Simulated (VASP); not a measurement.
Al2Cu:

```
Al Cu
1.0
     2.77495    0.00000    0.00000
    -1.38747    2.40318    0.00000
     0.00000    0.00000   13.30560
Al Cu
4 2
Direct
  0.33333 0.66667 0.22795
  0.33333 0.66667 0.59303
  0.66667 0.33333 0.40697
  0.66667 0.33333 0.77205
  0.33333 0.66667 0.92372
  0.66667 0.33333 0.07628
```

```yaml
Program: VASP 6.6.1
Task: relaxation of cell and atoms
Functional: PBE
Potentials_or_basis: VASP PAW PBE potentials, release 64 (Al, Cu)
Cutoff: 600 eV
k_mesh: 18 × 18 × 4
Occupations: gaussian, width 0.1 eV
Spin: no spin polarisation
```

At the start: pressure 0.7 GPa; volume 14.79 Å³/atom.

**Question.** How do energy, volume and symmetry change on relaxing?

**Answer.** Over 19 steps the energy falls by 13.6 meV/atom and the volume is 14.87 Å³/atom (+0.5 %); space group P-3m1 (No. 164, to 0.05 Å).

The path:
| step | energy change (eV) | largest force (eV/Å) | pressure (GPa) | volume (Å³) |
| --- | --- | --- | --- | --- |
| 1 | 0.0000 | 0.0579 | 0.70 | 88.73 |
| 2 | -0.0646 | 0.0452 | -0.57 | 89.57 |
| 3 | -0.0788 | 0.0462 | -0.36 | 89.56 |
| 4 | -0.0798 | 0.0519 | -0.14 | 89.41 |
| 5 | -0.0807 | 0.0364 | -0.18 | 89.39 |
| 6 | -0.0811 | 0.0181 | -0.17 | 89.36 |
| 7 | -0.0811 | 0.0133 | -0.14 | 89.35 |
| 8 | -0.0812 | 0.0120 | 0.14 | 89.15 |
| 9 | -0.0812 | 0.0102 | -0.06 | 89.20 |
| 10 | -0.0812 | 0.0110 | -0.03 | 89.18 |
| 11 | -0.0812 | 0.0114 | 0.05 | 89.16 |
| 12 | -0.0812 | 0.0115 | 0.05 | 89.17 |
| 13 | -0.0812 | 0.0113 | 0.05 | 89.17 |
| 14 | -0.0813 | 0.0109 | 0.06 | 89.17 |
| 15 | -0.0813 | 0.0105 | 0.15 | 89.17 |
| 16 | -0.0813 | 0.0106 | 0.00 | 89.17 |
| 17 | -0.0813 | 0.0104 | 0.07 | 89.16 |
| 18 | -0.0813 | 0.0030 | -0.10 | 89.28 |
| 19 | -0.0813 | 0.0065 | -0.02 | 89.21 |

Final structure:
```xyz
6
Lattice="2.7877 0.0000 0.0000 -1.3939 2.4142 0.0000 0.0000 0.0000 13.2550" Properties=species:S:1:pos:R:3 pbc="T T T"
Al    0.0000    1.6095    3.0247
Al    0.0000    1.6095    7.8475
Al    1.3939    0.8047    5.4075
Al    1.3939    0.8047   10.2303
Cu    0.0000    1.6095   12.2471
Cu    1.3939    0.8047    1.0079
```
